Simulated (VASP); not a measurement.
Here is a VASP 6.6.1 calculation.

Contents of POSCAR:

```
Mg5O4
1.0
    2.9728306127      0.0000000000      0.0000000000
   -1.4864153063      2.5745468317      0.0000000000
    0.0000000000      0.0000000000     24.7092241237
Mg O
5 4
Direct
    0.6666666667      0.3333333333      0.3035303724
    0.3333333333      0.6666666667      0.4017651862
    0.0000000000      0.0000000000      0.5000000000
    0.6666666667      0.3333333333      0.5982348138
    0.3333333333      0.6666666667      0.6964696276
    0.0000000000      0.0000000000      0.3526477793
    0.6666666667      0.3333333333      0.4508825931
    0.3333333333      0.6666666667      0.5491174069
    0.0000000000      0.0000000000      0.6473522207
```

INCAR.step1

```
PREC = Accurate
ENCUT = 520
ISMEAR = 0
SIGMA = 0.05
LREAL = False
LASPH = True
NELM = 80
LDIPOL = True
IDIPOL = 3
DIPOL = 0.5 0.5 0.500
NBANDS = 27
GGA = PE
ALGO = Normal
EDIFF = 1E-4
LWAVE = True
LCHARG = False
```

Contents of INCAR.step2:

```
PREC = Accurate
ENCUT = 520
EDIFF = 1E-6
ISMEAR = 0
SIGMA = 0.05
LREAL = False
LASPH = True
NELM = 80
ALGO = Normal
ISIF = 2
LWAVE = False
LCHARG = False
LDIPOL = True
IDIPOL = 3
DIPOL = 0.5 0.5 0.500
METAGGA = R2SCAN
LMIXTAU = True
NBANDS = 27
ISTART = 1
```

Contents of KPOINTS:

```
regular mesh
0
Gamma
  9 9 1
```

Potentials or basis: VASP PAW PBE potentials, release 64 (Mg, O).

Command:

```bash
$ cat potpaw_PBE.64/Mg/POTCAR potpaw_PBE.64/O/POTCAR > POTCAR
$ cp INCAR.step1 INCAR
$ mpirun -np 1 vasp_std > vasp.out
$ cp INCAR.step2 INCAR
$ mpirun -np 1 vasp_std > vasp.out
```

(1) Predict the largest force.

(2) Predict the band gap on the k mesh.

Answers

(1) 0.558 eV/Å.

(2) zero (band 17 reaches 3.57 eV, above the bottom of band 18 at -1.43 eV).

Caveat: the PAW data sets were made with another functional, which shifts forces and pressure a little.
